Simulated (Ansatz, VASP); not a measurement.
# Sn: VASP beside Ansatz

```
Sn
1.0
     0.00000    3.22382    3.22382
     3.22382    0.00000    3.22382
     3.22382    3.22382    0.00000
Sn
2
Direct
  0.50000 0.50000 0.50000
  0.75000 0.75000 0.75000
```

Change from the starting cell: volume scaled by 0.98.

Alike in both runs: task single point; functional PBEsol; k mesh 11 × 11 × 11; occupations fermi-dirac, width 0.05 eV; no spin polarisation.

|  | VASP | Ansatz |
| --- | --- | --- |
| version | VASP 6.6.1 | Ansatz 0.2.0 |
| potentials or method | VASP PAW PBE potentials, release 64 (Sn_d), cutoff 520 eV | all-electron LAPW, scalar-relativistic |

VASP gave:

| Item | Value |
| --- | --- |
| pressure (GPa) | 1.9 |

Task: Estimate Ansatz's values.

Result: Pressure (GPa): 2.0.

VASP's potentials were made for PBE, not for PBEsol. Ansatz ran all-electron here, and VASP with PAW potentials.
